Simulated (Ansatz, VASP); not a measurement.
# C: VASP beside Ansatz

File INCAR:

```
SYSTEM = C
PREC     = Accurate       ! precision mode
ENCUT    = 520            ! plane-wave cutoff, eV
EDIFF    = 1E-6           ! SCF threshold, eV
ISMEAR   = -1             ! smearing method
SIGMA    = 0.05           ! smearing width, eV
LREAL    = .False.        ! projectors in reciprocal space
LASPH    = .True.         ! aspherical terms in the spheres
NELM     = 80             ! most SCF steps
ALGO     = Normal         ! electronic algorithm
ISIF     = 2              ! what is computed and relaxed
LWAVE    = .False.        ! write WAVECAR
LCHARG   = .True.         ! write CHGCAR
GGA      = PE             ! functional
LELF     = .True.         ! ELF
LVHAR    = .True.       
NBANDS   = 16             ! bands
```

KPOINTS

```
regular mesh
0
Gamma
  12 12 4
  0 0 0
```

File POSCAR:

```
C
1.0
    1.2029787322     -2.0836402113      0.0000000000
    1.2029787322      2.0836402113      0.0000000000
    0.0000000000      0.0000000000      7.0268334518
C
4
Direct
    0.9166205400      0.0833794600      0.7531376000
    0.4166205400      0.5833794600      0.2468624000
    0.0833794600      0.9166205400      0.2468624000
    0.5833794600      0.4166205400      0.7531376000
```

input.yaml

```yaml
crystal:
  lattice:
    - [1.2029787322, -2.0836402113, 0.0]
    - [1.2029787322, 2.0836402113, 0.0]
    - [0.0, 0.0, 7.0268334518]
  atoms:
    - { symbol: C, position: [0.91662054, 0.08337946, 0.7531376] }
    - { symbol: C, position: [0.41662054, 0.58337946, 0.2468624] }
    - { symbol: C, position: [0.08337946, 0.91662054, 0.2468624] }
    - { symbol: C, position: [0.58337946, 0.41662054, 0.7531376] }
hamiltonian:
  xc: pbe
  pseudopotentials: { kind: paw }
kpoints:
  mp_grid: { grid: [12, 12, 4] }
scf:
  occupations: { method: fermi_dirac, width: 0.05 }
output:
  forces: true
  stress: true
  eigenvalues: true
```

Alike in both runs: task single point; functional PBE; k mesh 12 × 12 × 4; occupations fermi-dirac, width 0.05 eV; no spin polarisation.

|  | VASP | Ansatz |
| --- | --- | --- |
| version | VASP 6.6.1 | Ansatz 0.2.0 |
| potentials or method | VASP PAW PBE potentials, release 64 (C) | Ansatz PAW |
| plane-wave cutoff (eV) | 520 | 420 |
| valence electrons in the cell | 16 | 16 |

```tsv
	VASP	Ansatz	Ansatz less VASP
gap on the k mesh at the Fermi level (eV)	0.03	0.03	0.000
least direct gap on the mesh (eV)	0.03	0.03	0.000
pressure (GPa)	22.8	22.3	-0.44
traceless stress, the component that is largest in VASP (GPa)	-20.85	-20.30	+0.549
rms of the force components (eV/Å)	0.017	0.017	0.0000
```

Atom by atom the forces differ by 0.000 eV/Å (rms over components).
